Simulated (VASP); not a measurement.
# LiH17O9: single point with r2SCAN+D3(BJ)

System: LiH17O9.

```
O H Li
1.0
     6.57314    0.00000    0.00000
     0.00000    6.57314    0.00000
     0.00000    0.00000    6.57314
O H Li
9 17 1
Direct
  0.79811 0.42890 0.99067
  0.20120 0.38426 0.50455
  0.42756 0.80494 0.85822
  0.67650 0.69312 0.42442
  0.88559 0.17387 0.30264
  0.00143 0.81771 0.73793
  0.61473 0.17797 0.62580
  0.42614 0.34875 0.13111
  0.92603 0.80464 0.14167
  0.83490 0.56466 0.04588
  0.86805 0.34069 0.09141
  0.28860 0.30022 0.59564
  0.28464 0.40977 0.38551
  0.30955 0.83796 0.77812
  0.40338 0.67622 0.92125
  0.67134 0.54673 0.42815
  0.77905 0.72331 0.30199
  0.01242 0.21544 0.37174
  0.89876 0.02509 0.25796
  0.00677 0.69786 0.65162
  0.97497 0.78815 0.88169
  0.68398 0.18042 0.49471
  0.67960 0.28400 0.70431
  0.55972 0.38466 0.06981
  0.40224 0.21591 0.06295
  0.06606 0.78192 0.17181
  0.66423 0.87027 0.65982
```

```yaml
Program: VASP 6.6.1
Task: single point
Functional: r2SCAN
Dispersion: D3(BJ)
Potentials_or_basis: VASP PAW PBE potentials, release 64 (O_h, H_h, Li_sv)
Cutoff: 1100 eV
k_mesh: 1 × 1 × 1
Occupations: fermi-dirac, width 0.05 eV
Spin: no spin polarisation
Dipole_correction: no
Further_INCAR_settings: LREAL = Auto; ALGO = Normal; EDIFF = 1e-06; NBANDS = 56
```

```
Pressure                   : -2.2 GPa
Largest force              : 1.583 eV/Å
Dispersion energy per atom : -0.018 eV
```

Forces in eV/Å, atoms in the order of the input:
```
O    0.393  0.322  0.385
O    0.418 -0.668  0.893
O    0.950  0.619 -0.303
O    0.792  0.025 -0.833
O    0.339 -0.513  0.236
O   -0.105  0.397 -1.081
O   -0.379 -0.231  0.192
O   -0.074 -1.171 -1.063
O   -0.755 -0.173 -0.163
H   -0.019  0.051 -0.378
H   -0.513 -0.253 -0.352
H   -0.615  0.830 -1.022
H    0.246 -0.201 -0.067
H   -0.665 -0.226  0.101
H   -0.221 -0.404  0.108
H   -0.193  0.057  0.036
H   -0.399  0.226  0.852
H   -0.474 -0.173 -0.061
H    0.165  0.698 -0.244
H   -0.028 -0.001  0.710
H   -0.101 -0.243  0.351
H    0.430  0.178 -0.409
H    0.188 -0.150  0.302
H    0.046  0.125  0.407
H   -0.067  1.093  0.817
H    0.456 -0.216  0.317
Li   0.185  0.002  0.270
```

Stress tensor (GPa, compression positive):
```
-1.61  0.25  0.22
 0.25 -2.83 -1.23
 0.22 -1.23 -2.16
```

Levels at points of the mesh, in eV from the Fermi level:
```csv
k point,band 34,band 35,band 36,band 37,band 38,band 39,band 40,band 41
"(0.00, 0.00, 0.00)",-2.12,-2.08,-1.38,-1.28,3.38,6.48,6.70,7.20
```

Run time: 5.6 min on 1 thread of Intel(R) Xeon(R) Platinum 8259CL CPU @ 2.50GHz (Skylake/Cascade Lake), on a shared host, peak memory 0.82 GiB.

Caveat: the k points lie up to 0.96 Å⁻¹ apart, too coarse for converged energies, forces and pressures; the PAW data sets were made with another functional, which shifts forces and pressure a little.
